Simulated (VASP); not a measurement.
KMgF3, 5 atoms in the cell. The structure is tetragonal, space group P4/mmm (No. 123). Conventional cell: a = 4.105 Å, b = 4.105 Å, c = 3.866 Å, α = 90.00°, β = 90.00°, γ = 90.00°. Within 3.7 Å of K (site symmetry 4/mmm) lie 12 F at 2.82 to 2.90 Å and 8 Mg at 3.49 Å. Within 2.6 Å of Mg (site symmetry 4/mmm) lie 6 F at 1.93 to 2.05 Å. Within 2.7 Å of F (site symmetry mmm) lie 2 Mg at 2.05 Å. Within 2.6 Å of F (site symmetry 4/mmm) lie 2 Mg at 1.93 Å.  This cell differs from its parent crystal: strain +0.030 along x and y, -0.030 along z.

* Program: VASP 6.6.1
* Task: single point
* Functional: PBE
* Potentials or basis: VASP PAW PBE potentials, release 64 (K_sv, Mg, F)
* Cutoff: 520 eV
* k mesh: 6 × 6 × 6
* Occupations: gaussian, width 0.05 eV
* Spin: no spin polarisation
* Dipole correction: no
* Further INCAR settings: ALGO = Normal; EDIFF = 1e-06; NBANDS = 24

Potentials or basis: VASP PAW PBE potentials, release 64 (K_sv, Mg, F).

Run with:

```console
$ cat potpaw_PBE.64/K_sv/POTCAR potpaw_PBE.64/Mg/POTCAR potpaw_PBE.64/F/POTCAR > POTCAR
$ mpirun -np 1 vasp_std > vasp.out
```

Hardware: 1 thread of Intel(R) Xeon(R) Platinum 8488C (Sapphire Rapids), with other jobs on the host.

Problem. How long does it take, and how much memory?

Solution. It took 30 s on 1 thread of Intel(R) Xeon(R) Platinum 8488C (Sapphire Rapids), on a shared host, peak memory 0.21 GiB. Counts: scf iterations 13, k points 40.
